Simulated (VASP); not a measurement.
KNd2Sb3, 6 atoms in the cell. Symmetry: P6/mmm, No. 191, hexagonal system. Conventional cell: a = 6.278 Å, b = 6.278 Å, c = 8.948 Å, α = 90.00°, β = 90.00°, γ = 120.00°. K (site symmetry 6/mmm) has 2 Nd at 2.79 Å and 6 Sb at 3.14 Å within 3.7 Å. Within 3.7 Å of Nd (site symmetry 6mm) lie 1 K at 2.79 Å and 1 Nd at 3.36 Å. Within 4.3 Å of Sb (site symmetry mmm) lie 2 K at 3.14 Å and 4 Sb at 3.14 Å and 4 Nd at 4.20 Å. The cell was built from a structure type or drawn by symmetry, and may not be a known phase.

```yaml
Program: VASP 6.6.1
Task: single point
Functional: PBE
Potentials_or_basis: VASP PAW PBE potentials, release 64 (K_sv, Nd_3, Sb), 4f in core
Cutoff: 500 eV
k_mesh: 4 × 4 × 2
Occupations: gaussian, width 0.2 eV
Spin: no spin polarisation
Dipole_correction: no
Mended: yes
Further_INCAR_settings: ALGO = Normal; EDIFF = 1e-06; NBANDS = 32
```

Potentials or basis: VASP PAW PBE potentials, release 64 (K_sv, Nd_3, Sb), 4f in core.

Command:

```console
$ cat potpaw_PBE.64/K_sv/POTCAR potpaw_PBE.64/Nd_3/POTCAR potpaw_PBE.64/Sb/POTCAR > POTCAR
$ mpirun -np 1 vasp_std > vasp.out
```

Hardware: 1 thread of Intel(R) Xeon(R) 6975P-C (Granite Rapids) (shared host).

**Question.** Estimate the wall time of this run.

**Answer.** Wall time 59 s on 1 thread of Intel(R) Xeon(R) 6975P-C (Granite Rapids), on a shared host, peak memory 0.4 GiB. Counts: scf iterations 16, k points 8.
